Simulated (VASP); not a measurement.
# AlIn2N3 (Cmmm) in VASP: a series of runs, part 2 of 2

VASP 6.6.1. The steps go on from the part before.

### 3 Single point, PBE, collinear spin, ferromagnetic start

This run uses another cell than the first one, of 18.90 Å³/atom, 0.818 times its volume.

The input, INCAR:

```
PREC     = Accurate       # precision mode
ENCUT    = 520            # plane-wave cutoff, eV
EDIFF    = 1E-7           # SCF threshold, eV
ISMEAR   = 0              # smearing method
SIGMA    = 0.1            # smearing width, eV
LREAL    = False          # projectors in reciprocal space
LASPH    = True           # aspherical terms in the spheres
NELM     = 150            # most SCF steps
ALGO     = Normal         # electronic algorithm
ISIF     = 2              # what is computed and relaxed
LWAVE    = False          # write WAVECAR
LCHARG   = False          # write CHGCAR
ISPIN    = 2              # spin polarisation
MAGMOM   = 0 0 0 1 1 1    # initial moments
LORBIT   = 11             # projections on sites
GGA      = PE             # functional
NBANDS   = 35             # bands
```

The input, KPOINTS:

```
Automatic mesh
0
Gamma
  4 4 4
```

The input, POSCAR:

```
AlIn2N3
1.0
    3.4911572200     -3.5148912400      0.0000000000
    3.4911572200      3.5148912400      0.0000000000
    0.0000000000      0.0000000000      4.6195905000
Al In N
1 2 3
Direct
    0.5000000000      0.5000000000      0.5000000000
    0.2407845700      0.7592154300      0.0000000000
    0.7592154300      0.2407845700      0.0000000000
    0.0000000000      0.5000000000      0.0000000000
    0.5000000000      0.0000000000      0.0000000000
    0.0000000000      0.0000000000      0.0000000000
```

Potentials or basis: VASP PAW PBE potentials, release 64 (Al, In_d, N).

Launch:

```sh
$ cat potpaw_PBE.64/Al/POTCAR potpaw_PBE.64/In_d/POTCAR potpaw_PBE.64/N/POTCAR > POTCAR
$ mpirun -np 1 vasp_std > vasp.out
```

OUTCAR:

```text
PREC = Accurate
   ENCUT = 520
   EDIFF = 1E-7
   ISMEAR = 0
   LREAL = False
   LASPH = True
   NELM = 150
   ISIF = 2
   ISPIN = 2
   LORBIT = 11
   GGA = PE

 ion  position               nearest neighbor table
   1  0.500  0.500  0.500-   2 2.94   3 2.94   2 2.94   3 2.94
   2  0.241  0.759  0.000-   6 1.69   5 1.75   4 1.75   1 2.94   1 2.94   3 3.39   3 3.49   3 3.49
                             3 3.64
   3  0.759  0.241  0.000-   6 1.69   5 1.75   4 1.75   1 2.94   1 2.94   2 3.39   2 3.49   2 3.49
                             2 3.64
   4  0.000  0.500  0.000-   2 1.75   3 1.75
   5  0.500  0.000  0.000-   2 1.75   3 1.75
   6  0.000  0.000  0.000-   2 1.69   3 1.69

  LATTYP: Found a base centered orthorhombic cell.
 ALAT       =     6.9823144400
 B/A-ratio  =     1.0067983246
 C/A-ratio  =     0.6616130711

  Lattice vectors:

 A1 = (   3.4911572200,  -3.5148912400,   0.0000000000)
 A2 = (   3.4911572200,   3.5148912400,   0.0000000000)
 A3 = (   0.0000000000,   0.0000000000,   4.6195905000)

Analysis of symmetry for initial positions (statically):
=====================================================================
 Subroutine PRICEL returns:
 Original cell was already a primitive cell.

 Routine SETGRP: Setting up the symmetry group for a
 base centered orthorhombic supercell.

 Subroutine GETGRP returns: Found  8 space group operations
 (whereof  8 operations were pure point group operations)
 out of a pool of  8 trial point group operations.

The static configuration has the point symmetry D_2h.

Analysis of symmetry for dynamics (positions and initial velocities):
=====================================================================
 Subroutine PRICEL returns:
 Original cell was already a primitive cell.

 Routine SETGRP: Setting up the symmetry group for a
 base centered orthorhombic supercell.

 Subroutine GETGRP returns: Found  8 space group operations
 (whereof  8 operations were pure point group operations)
[... 177 lines left out ...]

 k-point     1 :       0.0000    0.0000    0.0000
  band No.  band energies     occupation
      1     -14.2121      1.00000
      2     -13.3144      1.00000
      3     -12.0946      1.00000
      4     -10.8781      1.00000
      5     -10.6464      1.00000
      6     -10.3356      1.00000
[... 766 lines left out ...]
     33      14.3495      0.00000
     34      15.0030      0.00000
 Fermi energy:         4.4020123060

 spin component 2

 k-point     1 :       0.0000    0.0000    0.0000
  band No.  band energies     occupation
      1     -14.1051      1.00000
      2     -13.0143      1.00000
      3     -12.0544      1.00000
      4     -10.8448      1.00000
      5     -10.5979      1.00000
      6     -10.3308      1.00000
[... 766 lines left out ...]
     33      14.4715      0.00000
     34      15.0555      0.00000
 [bands above 34 left out]

------------------------ aborting loop because EDIFF is reached ----------------------------------------

  FORCE on cell =-STRESS in cart. coord.  units (eV):
  Direction    XX          YY          ZZ          XY          YZ          ZX
  --------------------------------------------------------------------------------------
  -------------------------------------------------------------------------------------
  Total       56.8517573     48.3501036      1.0142606      0.0000000      0.0000000      0.0000000
  in kB      803.4145671    683.2713606     14.3332732      0.0000000      0.0000000      0.0000000
  external PRESSURE =     500.3397336 kB  Pullay stress =       0.0000000 kB

 VOLUME and BASIS-vectors are now :
 -----------------------------------------------------------------------------
  energy-cutoff  :      520.00
  volume of cell :      113.37
      direct lattice vectors                 reciprocal lattice vectors
     3.491157220 -3.514891240  0.000000000     0.143218987 -0.142251912  0.000000000
     3.491157220  3.514891240  0.000000000     0.143218987  0.142251912  0.000000000
     0.000000000  0.000000000  4.619590500     0.000000000  0.000000000  0.216469404

 POSITION                                       TOTAL-FORCE (eV/Angst)
 -----------------------------------------------------------------------------------
      3.49116      0.00000      2.30980         0.000000     -0.000000     -0.000000
      3.49116      1.82223      0.00000         0.000000    -10.547886      0.000000
      3.49116     -1.82223      0.00000         0.000000     10.547886     -0.000000
      1.74558      1.75745      0.00000         0.000000      0.000000     -0.000000
      1.74558     -1.75745      0.00000         0.000000      0.000000     -0.000000
      0.00000      0.00000      0.00000        -0.000000     -0.000000     -0.000000
 -----------------------------------------------------------------------------------
    total drift:                               -0.000000     -0.000000      0.000000

  FREE ENERGIE OF THE ION-ELECTRON SYSTEM (eV)
  ---------------------------------------------------
  free  energy   TOTEN  =       -14.9296750320 eV

  energy  without entropy=      -14.9144388755  energy(sigma->0) =      -14.92205695

 total charge

# of ion       s       p       d       tot
------------------------------------------
    1        0.613   0.145   0.000   0.758
    2        0.991   1.517  10.214  12.722
    3        0.991   1.517  10.214  12.722
    4        1.292   2.502   0.000   3.793
    5        1.292   2.502   0.000   3.793
    6        1.340   2.530   0.000   3.871
--------------------------------------------------
tot          6.519  10.713  20.428  37.660

 magnetization (x)

# of ion       s       p       d       tot
------------------------------------------
    1       -0.000   0.006   0.000   0.005
    2       -0.001  -0.004   0.012   0.007
    3       -0.001  -0.004   0.012   0.007
    4        0.008   0.103   0.000   0.111
    5        0.008   0.103   0.000   0.111
    6        0.014   0.293   0.000   0.307
--------------------------------------------------
tot          0.026   0.497   0.024   0.547
```

Wall time 5.4 min (1 thread of Oxide Virtual Turin-like, shared host); peak memory 0.31 GiB.

What came out:

```
Free energy                                           : -14.9297 eV
Pressure                                              : 50.0 GPa
Largest force                                         : 10.548 eV/Å
Net moment                                            : 0.73 μB per cell
Site moments                                          : Al +0.01; In +0.01; N +0.11, +0.31 μB
Valence electrons inside the program's atomic spheres : Al 0.76; In 12.72; N 3.79, 3.87
```

Forces in eV/Å, atoms in the order of the input:
```
Al    0.000   0.000   0.000
In    0.000 -10.548   0.000
In    0.000  10.548   0.000
N     0.000   0.000   0.000
N     0.000   0.000   0.000
N     0.000   0.000   0.000
```

Stress tensor (GPa, compression positive):
```
80.34  0.00  0.00
 0.00 68.33  0.00
 0.00  0.00  1.43
```

Caveat: spin-orbit coupling is left out, which moves the levels of the heavy elements; forces of over 1 eV/Å act on the atoms, so gaps and moduli don't describe the material at rest.

### 4 Single point, PBE, collinear spin, ferromagnetic start

This run uses another cell than the first one, of 23.36 Å³/atom, 1.011 times its volume.

The input, INCAR:

```
SYSTEM = AlIn2N3
PREC = Accurate ; ENCUT = 520
EDIFF = 1E-7 ; ISMEAR = 0
SIGMA = 0.1 ; LREAL = .False.
LASPH = .True. ; NELM = 150
ALGO = Normal ; ISIF = 2
LWAVE = .False. ; LCHARG = .False.
ISPIN = 2 ; MAGMOM = 0 0 0 1 1 1
LORBIT = 11 ; GGA = PE
NBANDS = 35
```

The input, KPOINTS:

```
regular mesh
0
Gamma
  4 4 4
  0 0 0
```

The input, POSCAR:

```
AlIn2N3
1.0
    3.5769225944     -5.9584343815      0.0000000000
    3.5769225944      5.9584343815      0.0000000000
    0.0000000000      0.0000000000      3.2880895147
Al In N
1 2 3
Direct
    0.5000000000      0.5000000000      0.5000000000
    0.1706004022      0.8293995978      0.0000000000
    0.8293995978      0.1706004022      0.0000000000
    0.0000000000      0.5000000000      0.0000000000
    0.5000000000      0.0000000000      0.0000000000
    0.0000000000      0.0000000000      0.0000000000
```

Launch:

```sh
$ cat potpaw_PBE.64/Al/POTCAR potpaw_PBE.64/In_d/POTCAR potpaw_PBE.64/N/POTCAR > POTCAR
$ mpirun -np 1 vasp_std > vasp.out
```

It took 9.7 min on 1 thread of Oxide Virtual Turin-like, shared host; peak memory 0.36 GiB.

Results (log left out):

```yaml
Free_energy: -23.9037 eV
Pressure: 0.0 GPa
Largest_force: 0.019 eV/Å
Net_moment: 2.07 μB per cell
Site_moments: Al -0.03; In -0.04; N +0.52, +0.63 μB
Valence_electrons_inside_the_program's_atomic_spheres: Al 0.71; In 11.58; N 3.54
```

Forces in eV/Å, atoms in the order of the input:
```
Al   0.000  0.000  0.000
In   0.000 -0.019  0.000
In   0.000  0.019  0.000
N    0.000  0.000  0.000
N    0.000  0.000  0.000
N    0.000  0.000  0.000
```

Stress tensor (GPa, compression positive):
```
-0.11  0.00  0.00
 0.00  0.14  0.00
 0.00  0.00 -0.06
```

Levels at points of the mesh, in eV from the Fermi level:
Spin up:
| k point | band 20 | band 21 | band 22 | band 23 | band 24 | band 25 | band 26 | band 27 |
| --- | --- | --- | --- | --- | --- | --- | --- | --- |
| (0.00, 0.00, 0.00) | -1.05 | -0.99 | -0.49 | -0.41 | -0.31 | 2.30 | 2.39 | 4.72 |
| (0.50, 0.00, 0.00) | -0.98 | -0.94 | -0.66 | -0.47 | 0.84 | 2.05 | 2.40 | 3.19 |
| (0.50, 0.50, 0.00) | -0.97 | -0.89 | -0.77 | -0.41 | 0.62 | 1.90 | 2.48 | 3.37 |
| (0.00, 0.00, 0.50) | -1.55 | -0.89 | -0.68 | -0.53 | -0.22 | 0.67 | 2.93 | 2.94 |
| (0.50, 0.00, 0.50) | -1.71 | -1.70 | -1.17 | -0.75 | 0.34 | 1.86 | 2.67 | 3.15 |
| (0.50, 0.50, 0.50) | -1.79 | -1.60 | -1.43 | -0.67 | 0.43 | 1.80 | 2.74 | 3.22 |
Spin down:
```tsv
k point	band 18	band 19	band 20	band 21	band 22	band 23	band 24	band 25
(0.00, 0.00, 0.00)	-0.56	-0.38	-0.15	0.12	0.30	1.14	1.15	2.54
(0.50, 0.00, 0.00)	-1.25	-0.52	0.08	0.55	0.82	0.83	1.14	2.23
(0.50, 0.50, 0.00)	-1.06	-0.49	-0.11	0.55	0.64	0.83	1.15	2.13
(0.00, 0.00, 0.50)	-1.53	-0.75	-0.72	-0.49	0.19	0.31	0.42	0.44
(0.50, 0.00, 0.50)	-2.12	-1.53	-1.15	-0.77	-0.27	0.43	0.62	2.12
(0.50, 0.50, 0.50)	-2.22	-1.66	-1.20	-0.80	-0.11	0.27	0.67	2.08
```

Caveat: the k points lie up to 0.48 Å⁻¹ apart; spin-orbit coupling is left out, which moves the levels of the heavy elements.

### 5 Summary

| cell | k mesh | gap on the mesh (eV) | pressure (GPa) | moment (μB) | largest force (eV/Å) |
| --- | --- | --- | --- | --- | --- |
| a = 6.951, b = 6.951, c = 3.252 Å, angles 90.0, 90.0, 118.1°, 6 atoms | 4 × 4 × 6 | none | 0.0 | 2.10 | 0.02 |
| a = 4.954, b = 4.954, c = 4.620 Å, angles 90.0, 90.0, 90.4°, 6 atoms | 4 × 4 × 4 | none | 50.0 | 0.73 | 10.55 |
| a = 6.950, b = 6.950, c = 3.288 Å, angles 90.0, 90.0, 118.0°, 6 atoms | 4 × 4 × 4 | none | 0.0 | 2.07 | 0.02 |

Alike in all rows: task single point; level PBE; potentials or basis VASP PAW PBE potentials, release 64 (Al, In_d, N); spin collinear, ferromagnetic start; cutoff (eV) 520; smearing gaussian 0.1 eV.

Caveats: some runs use coarse meshes; spin-orbit coupling is left out, which moves the levels of the heavy elements; forces of over 1 eV/Å act on the atoms, so gaps and moduli don't describe the material at rest (some runs).

Total energies depend on the potentials used, so only differences within one code and one set of settings carry meaning.
